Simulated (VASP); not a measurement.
A run of VASP 6.6.1 is set up as follows.

Contents of INCAR:

```
PREC     = Accurate       # precision mode
ENCUT    = 520            # plane-wave cutoff, eV
EDIFF    = 1E-6           # SCF threshold, eV
ISMEAR   = -1             # smearing method
SIGMA    = 0.15           # smearing width, eV
LREAL    = False          # projectors in reciprocal space
LASPH    = True           # aspherical terms in the spheres
NELM     = 150            # most SCF steps
ALGO     = Normal         # electronic algorithm
ISIF     = 2              # what is computed and relaxed
LWAVE    = False          # write WAVECAR
LCHARG   = False          # write CHGCAR
ISPIN    = 2              # spin polarisation
MAGMOM   = 0 1            # initial moments
LORBIT   = 11             # projections on sites
LMAXMIX  = 4              # l up to which the mixer works
NBANDS   = 17             # bands
```

Contents of KPOINTS:

```
regular mesh
0
Gamma
  9 9 9
```

File POSCAR:

```
BeNi
1.0
    2.5869995900      0.0000000000      0.0000000000
    0.0000000000      2.5869995900      0.0000000000
    0.0000000000      0.0000000000      2.5869995900
Be Ni
1 1
Direct
    0.0000000000      0.0000000000      0.0000000000
    0.5000000000      0.5000000000      0.5000000000
```

Potentials or basis: VASP PAW LDA potentials, release 64 (Be, Ni).

Launch:

```console
$ cat potpaw_LDA.64/Be/POTCAR potpaw_LDA.64/Ni/POTCAR > POTCAR
$ mpirun -np 1 vasp_std > vasp.out
```

Question: Estimate the pressure.

Answer: -6.6 GPa.

Question: Predict the band gap on the k mesh.

Answer: Zero (filled and empty bands overlap).

Question: Estimate the net moment.

Answer: 0.00 μB per cell.
